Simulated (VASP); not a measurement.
**Rh: single point with r2SCAN**

The system is Rh.

```
Rh
1.0
     0.00000    1.90155    1.93007
     1.90155    0.00000    1.93007
     1.90155    1.90155    0.00000
Rh
1
Cartesian
  0.0000 0.0000 0.0000
```

This cell differs from its parent crystal: strain +0.000 along x and y, +0.015 along z.

- Program: VASP 6.6.1
- Task: single point
- Functional: r2SCAN
- Potentials or basis: VASP PAW PBE potentials, release 64 (Rh_pv)
- Cutoff: 520 eV
- k mesh: 22 × 22 × 22
- Occupations: gaussian, width 0.15 eV
- Spin: no spin polarisation

```json
{"Pressure": "-3.5 GPa", "Band gap on the k mesh": "zero (an odd number of electrons rules out a gap without spin polarisation)"}
```

Stress tensor (GPa, compression positive):
```
-2.29  0.00  0.00
 0.00 -2.29  0.00
 0.00  0.00 -5.82
```

Levels at points of the mesh, in eV from the Fermi level:
```csv
k point,band 3,band 4,band 5,band 6,band 7,band 8,band 9,band 10,band 11,band 12
"(0.00, 0.00, 0.00)",-47.75,-8.06,-3.20,-3.03,-3.03,-1.14,-0.95,16.74,17.41,22.09
"(0.50, 0.00, 0.00)",-47.85,-6.20,-3.28,-3.12,0.54,0.62,0.93,8.93,16.28,17.41
"(0.50, 0.50, 0.00)",-48.01,-6.39,-6.02,0.51,1.02,1.02,3.25,12.40,14.11,14.11
"(0.50, 0.00, 0.50)",-48.03,-6.40,-6.03,0.50,0.96,1.10,3.58,12.83,13.75,13.91
```

Run time: 10 min on 1 thread of Intel Xeon 8259CL, with other jobs on the host, peak memory 0.26 GiB.

Caveat: the cell differs from its parent crystal (strain +0.000 along x and y, +0.015 along z); the cell stands under tension; an empty level that is flat over the whole mesh can mark a ghost state of the potentials, or a narrow d or f band; the PAW data sets were made with another functional, which shifts forces and pressure a little.
